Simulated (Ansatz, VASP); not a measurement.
## Two plane-wave programs on EuO

File INCAR:

```
SYSTEM = EuO
PREC = Accurate
ENCUT = 600
EDIFF = 1E-6
ISMEAR = 0
SIGMA = 0.05
LREAL = .FALSE.
LASPH = .TRUE.
NELM = 200
ALGO = Normal
ISIF = 2
LWAVE = .FALSE.
LCHARG = .FALSE.
ISPIN = 2
MAGMOM = 0.5 0
LORBIT = 11
LMAXMIX = 6
LDAU = .TRUE.
LDAUTYPE = 2
LDAUL = 3 -1
LDAUU = 6 0
LDAUJ = 0 0
LDAUPRINT = 1
GGA = CA
NBANDS = 22
GGA_COMPAT = .FALSE.
```

The input KPOINTS:

```
regular mesh
0
G
  10 10 10
  0 0 0
```

The input POSCAR:

```
EuO
1.0
    0.0000000000      2.5719519658      2.5719519658
    2.5719519658      0.0000000000      2.5719519658
    2.5719519658      2.5719519658      0.0000000000
Eu O
1 1
Direct
    0.5000000000      0.5000000000      0.5000000000
    0.0000000000      0.0000000000      0.0000000000
```

Input for Ansatz:

```yaml
crystal:
  lattice:
    - [0.0, 2.5719519658, 2.5719519658]
    - [2.5719519658, 0.0, 2.5719519658]
    - [2.5719519658, 2.5719519658, 0.0]
  atoms:
    - { symbol: Eu, position: [0.5, 0.5, 0.5], spin: 0.5 }
    - { symbol: O, position: [0.0, 0.0, 0.0] }
basis:
  ecutwfc: 420
  ecutrho_ratio: 4
kpoints:
  mp_grid: { grid: [10, 10, 10] }
hamiltonian:
  xc: lda
  hubbard: { sites: [{ species: Eu, l: f, u_eff: 6.0 }] }
scf:
  occupations: { method: gaussian, width: 0.05 }
  lower_state_search: "off"
output:
  forces: true
  stress: true
  eigenvalues: true
  populations: true
  hubbard: { sites: [{ species: Eu, l: f }] }
magnetization:
  spin_polarized: true
checkpoint:
  read: start.run
  write: ck
  compress: false
  write_wavefunctions: false
  write_every: 100000
```

Alike in both runs: task single point; functional LDA; k mesh 10 × 10 × 10; occupations gaussian, width 0.05 eV; collinear spin; Hubbard terms Eu f U = 6.0 eV.

```csv
,VASP,Ansatz
version,VASP 6.6.1,Ansatz 0.2.0
potentials or method,"VASP PAW PBE potentials, release 64 (Eu, O), cutoff 600 eV","scalar-relativistic, plane waves, PAW"
valence electrons in the cell,23,23
```

VASP gave:

```
pressure (GPa)                                                : -7.1
net moment per atom (μB)                                      : 3.50
size of the moment on the site where the two differ most (μB) : 0.08
```

Q: What did Ansatz give for the same quantities?

A: Pressure (GPa): -6.8; net moment per atom (μB): 3.50; size of the moment on the site where the two differ most (μB): 0.07.

VASP's potentials were made for PBE, not for LDA. LDA's correlation is that of Perdew and Zunger in VASP and of Perdew and Wang (1992) in Ansatz. Site moments also hang on the region over which each program counts them. The programs project onto different local orbitals, so the same U acts differently, and such runs can settle in different states.

Spin-orbit coupling is off throughout.
